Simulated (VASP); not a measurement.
# InP (Fm-3m) in VASP: further runs, part 2 of 3

VASP 6.6.1. Earlier steps stand in the parts before.

### 5 Relaxation of cell and atoms, PBEsol

The input, INCAR:

```
SYSTEM = InP
PREC = Accurate
ENCUT = 600
EDIFF = 1E-7
ISMEAR = 0
SIGMA = 0.1
LREAL = .False.
LASPH = .True.
NELM = 100
ALGO = Normal
ISIF = 3
LWAVE = .False.
LCHARG = .False.
GGA = PS
IBRION = 2
NSW = 100
EDIFFG = -0.005
```

The input, KPOINTS:

```
Automatic mesh
0
Gamma
  14 14 14
  0 0 0
```

The input, POSCAR:

```
InP
1.0
    0.0000000000      2.7282328837      2.7282328837
    2.7282328837      0.0000000000      2.7282328837
    2.7282328837      2.7282328837      0.0000000000
In P
1 1
Direct
    0.0000000000      0.0000000000      0.0000000000
    0.5000000000      0.5000000000      0.5000000000
```

Potentials or basis: VASP PAW PBE potentials, release 64 (In_d, P).

Launch:

```
$ cat potpaw_PBE.64/In_d/POTCAR potpaw_PBE.64/P/POTCAR > POTCAR
$ mpirun -np 1 vasp_std > vasp.out
```

OUTCAR:

```text
SYSTEM = InP
   PREC = Accurate
   ENCUT = 600
   EDIFF = 1E-7
   ISMEAR = 0
   LREAL = .False.
   LASPH = .True.
   NELM = 100
   ISIF = 3
   GGA = PS
   IBRION = 2
   NSW = 100
   EDIFFG = -0.005

 ion  position               nearest neighbor table
   1  0.000  0.000  0.000-   2 2.73   2 2.73   2 2.73   2 2.73   2 2.73   2 2.73
   2  0.500  0.500  0.500-   1 2.73   1 2.73   1 2.73   1 2.73   1 2.73   1 2.73

  LATTYP: Found a face centered cubic cell.
 ALAT       =     5.4564657674

  Lattice vectors:

 A1 = (   0.0000000000,   2.7282328837,   2.7282328837)
 A2 = (   2.7282328837,   0.0000000000,   2.7282328837)
 A3 = (   2.7282328837,   2.7282328837,   0.0000000000)

Analysis of symmetry for initial positions (statically):
=====================================================================
 Subroutine PRICEL returns:
 Original cell was already a primitive cell.

 Routine SETGRP: Setting up the symmetry group for a
 face centered cubic supercell.

 Subroutine GETGRP returns: Found 48 space group operations
 (whereof 48 operations were pure point group operations)
 out of a pool of 48 trial point group operations.

The static configuration has the point symmetry O_h .

Analysis of symmetry for dynamics (positions and initial velocities):
=====================================================================
 Subroutine PRICEL returns:
 Original cell was already a primitive cell.

 Routine SETGRP: Setting up the symmetry group for a
 face centered cubic supercell.

 Subroutine GETGRP returns: Found 48 space group operations
 (whereof 48 operations were pure point group operations)
 out of a pool of 48 trial point group operations.

The dynamic configuration has the point symmetry O_h .

 Subroutine INISYM returns: Found 48 space group operations
 (whereof 48 operations are pure point group operations),
 and found     1 'primitive' translations

----------------------------------------------------------------------------------------

                                     Primitive cell

  volume of cell :      40.6139

  direct lattice vectors                    reciprocal lattice vectors
     0.000000000  2.728232884  2.728232884    -0.183268812  0.183268812  0.183268812
     2.728232884  0.000000000  2.728232884     0.183268812 -0.183268812  0.183268812
     2.728232884  2.728232884  0.000000000     0.183268812  0.183268812 -0.183268812

  length of vectors
     3.858303945  3.858303945  3.858303945     0.317430894  0.317430894  0.317430894

  position of ions in fractional coordinates (direct lattice)
     0.000000000  0.000000000  0.000000000
     0.500000000  0.500000000  0.500000000

  ion indices of the primitive-cell ions
   primitive index   ion index
                 1           1
                 2           2

----------------------------------------------------------------------------------------

 KPOINTS: Automatic mesh

Automatic generation of k-mesh.
 Grid dimensions read from file:
 generate k-points for:   14   14   14

 Generating k-lattice:

  Cartesian coordinates                     Fractional coordinates (reciprocal lattice)
    -0.013090629  0.013090629  0.013090629     0.071428571  0.000000000  0.000000000
     0.013090629 -0.013090629  0.013090629     0.000000000  0.071428571  0.000000000
[... 52 lines left out ...]
   ISPIN  =      1    spin polarized calculation?
   LNONCOLLINEAR =      F non collinear calculations
   LSORBIT =      F    spin-orbit coupling
   LASPH  =      T    aspherical Exc in radial PAW
   ENCUT  =  600.0 eV  44.10 Ry    6.64 a.u.   7.71  7.71  7.71*2*pi/ulx,y,z
   NELM   =    100;   NELMIN=  2; NELMDL= -5     # of ELM steps
   EDIFF  = 0.1E-06   stopping-criterion for ELM
   LREAL  =      F    real-space projection
   EDIFFG = -.5E-02   stopping-criterion for IOM
   NSW    =    100    number of steps for IOM
   IBRION =      2    ionic relax: 0-MD 1-quasi-New 2-CG
   NFREE  =      1    steps in history (QN), initial steepest desc. (CG)
   ISIF   =      3    stress and relaxation
   ISYM   =      2    0-nonsym 1-usesym 2-fastsym
   POTIM  = 0.5000    time-step for ionic-motion
   TEBEG  =    0.0;   TEEND  =   0.0 temperature during run
   PSTRESS=    0.0 pullay stress
   NELECT =      18.0000    total number of electrons
   NUPDOWN=      -1.0000    fix difference up-down
   EMIN   =  10.00;   EMAX   =-10.00  energy-range for DOS
   EFERMI =   0.00;   METHOD = LEGACY
   ISMEAR =     0;   SIGMA  =   0.10  broadening in eV -4-tet -1-fermi 0-gaus
   EFERMI_NEDOS =   21; number of points for ismear=-14 and -15
   IALGO  =     38    algorithm
   IMIX   =      4    mixing-type and parameters
     AMIX     =   0.40;   BMIX     =  1.00
     AMIX_MAG =   1.60;   BMIX_MAG =  1.00
  volume/ion in A,a.u.               =      20.31       137.04
  Fermi-wavevector in a.u.,A,eV,Ry     =   1.248171  2.358702 21.196950  1.557932
  Thomas-Fermi vector in A             =   2.382270
   LORBIT       =      0    0 simple, 1 ext, 2 COOP (PROOUT), +10 PAW based schemes
   GGA     = PS    functional components
   LHFCALC =     F    Hartree Fock is set to
   AEXX    =    0.0000 exact exchange contribution
   IVDW    =     0    specifies the selected vdW correction
   LEPSILON=     F    determine dielectric tensor
   LRPA    =     F    only Hartree local field effects (RPA)
 conjugate gradient relaxation of ions
 non-spin polarized calculation
 Gauss-broadening in eV      SIGMA  =   0.10
  energy-cutoff  :      600.00
  volume of cell :       40.61
 maximum number of plane-waves:      1380
   NGX = 15   NGY = 15   NGZ = 15

--------------------------------------- Ionic step        1  -------------------------------------------

 number of electron      17.9999998 magnetization

 Free energy of the ion-electron system (eV)
  ---------------------------------------------------
  ext. energy  EPLUGINS =         0.00000000
  ---------------------------------------------------
  free energy    TOTEN  =        -8.79647250 eV

  energy without entropy =       -8.79035128  energy(sigma->0) =       -8.79341189

------------------------ aborting loop because EDIFF is reached ----------------------------------------

  FORCE on cell =-STRESS in cart. coord.  units (eV):
  Direction    XX          YY          ZZ          XY          YZ          ZX
  --------------------------------------------------------------------------------------
  -------------------------------------------------------------------------------------
  Total        0.0506459      0.0506459      0.0506459     -0.0000000     -0.0000000      0.0000000
  in kB        1.9979301      1.9979301      1.9979301     -0.0000000     -0.0000000      0.0000000
  external PRESSURE =       1.9979301 kB  Pullay stress =       0.0000000 kB
[... 59 lines left out ...]
--------------------------------------- Ionic step        3  -------------------------------------------

 number of electron      17.9999997 magnetization

 Free energy of the ion-electron system (eV)
  ---------------------------------------------------
  ext. energy  EPLUGINS =         0.00000000
  ---------------------------------------------------
  free energy    TOTEN  =        -8.79653675 eV

  energy without entropy =       -8.79040248  energy(sigma->0) =       -8.79346962

 E-fermi :   7.4163     XC(G=0): -10.7454

 val. band max:        7.4058075373   @ k =   0.3571   0.1429   0.0714
 cond. band min:       7.4283113082   @ k =  -0.3571   0.1429   0.0000
 fundamental gap:      0.0225037709
 Fermi energy:         7.4162973941

 k-point     1 :       0.0000    0.0000    0.0000
  band No.  band energies     occupation
      1      -6.7378      2.00000
      2      -6.7378      2.00000
      3      -6.7132      2.00000
      4      -6.7132      2.00000
      5      -6.7132      2.00000
      6      -4.9002      2.00000
      7       7.1440      1.99988
      8       7.1440      1.99988
      9       7.1440      1.99988
     10       8.2652      0.00000
     11      14.5232      0.00000
     12      14.5232      0.00000
     13      14.5232      0.00000
[... 354 lines left out ...]
  band No.  band energies     occupation
      1      -6.8347      2.00000
      2      -6.7404      2.00000
      3      -6.7292      2.00000
      4      -6.6678      2.00000
      5      -6.6512      2.00000
      6      -3.8985      2.00000
      7       3.6164      2.00000
      8       6.3923      2.00000
      9       6.7152      2.00000
     10       9.8035      0.00000
     11      12.0452      0.00000
     12      13.1015      0.00000
     13      13.9676      0.00000

 [... further k-points ...]

------------------------ aborting loop because EDIFF is reached ----------------------------------------

  FORCE on cell =-STRESS in cart. coord.  units (eV):
  Direction    XX          YY          ZZ          XY          YZ          ZX
  --------------------------------------------------------------------------------------
  -------------------------------------------------------------------------------------
  Total       -0.0015095     -0.0015095     -0.0015095      0.0000000      0.0000000     -0.0000000
  in kB       -0.0594000     -0.0594000     -0.0594000      0.0000000      0.0000000     -0.0000000
  external PRESSURE =      -0.0594000 kB  Pullay stress =       0.0000000 kB
[... 17 lines left out ...]
  FREE ENERGIE OF THE ION-ELECTRON SYSTEM (eV)
  ---------------------------------------------------
  free  energy   TOTEN  =        -8.7965367549 eV

  energy  without entropy=       -8.7904024769  energy(sigma->0) =       -8.79346962

 reached required accuracy - stopping structural energy minimisation
```

OSZICAR:

```text
N       E                     dE             d eps       ncg     rms          rms(c)
DAV:   1     0.114014537488E+03    0.11401E+03   -0.94611E+03  2727   0.182E+03
DAV:   2    -0.145041118799E+01   -0.11546E+03   -0.11201E+03  2819   0.359E+02
[... 23 lines left out ...]
DAV:   1    -0.879675699315E+01   -0.23617E-03   -0.56962E-03  3609   0.166E+00    0.972E-02
DAV:   2    -0.879656637923E+01    0.19061E-03   -0.39821E-04  3589   0.508E-01    0.346E-02
DAV:   3    -0.879653537984E+01    0.30999E-04   -0.96415E-05  3664   0.230E-01    0.173E-02
DAV:   4    -0.879653571500E+01   -0.33515E-06   -0.35208E-06  2884   0.202E-02    0.114E-02
DAV:   5    -0.879653633475E+01   -0.61976E-06   -0.38366E-07  3293   0.742E-03    0.429E-03
DAV:   6    -0.879653684577E+01   -0.51102E-06   -0.97331E-08  2130   0.463E-03    0.102E-03
DAV:   7    -0.879653675488E+01    0.90889E-07   -0.40251E-08  1487   0.456E-03
   3 F= -.87965368E+01 E0= -.87934696E+01  d E =-.642588E-04
```

Run time: 82 s. Hardware: 1 thread of AMD EPYC 9R45 (Zen 5), shared host; peak memory 0.2 GiB.

What came out:

| Property | Result |
| --- | --- |
| Free energy | -8.7965 eV |
| Relaxed volume | 20.36 Å³/atom |
| Relaxed cell | a = 3.861 Å, b = 3.861 Å, c = 3.861 Å, α = 60.00°, β = 60.00°, γ = 60.00° |
| Space group after relaxing (to 0.05 Å) | Fm-3m (No. 225) |
| Energy gained by relaxing | 0.0 meV/atom |
| Ionic steps | 3 |
| Pressure after relaxing | 0.0 GPa |
| Band gap on the k mesh | zero (band 9 reaches 7.79 eV, above the bottom of band 10 at 4.96 eV) |

Final structure:
```
In P
1.0
     0.00000    2.73049    2.73049
     2.73049    0.00000    2.73049
     2.73049    2.73049    0.00000
In P
1 1
Cartesian
  0.0000 0.0000 0.0000
  2.7305 2.7305 2.7305
```

Caveat: the PAW data sets were made with another functional, which shifts forces and pressure a little; spin-orbit coupling is left out, which moves the levels of the heavy elements.

(Part 2 of 3 ends here.)
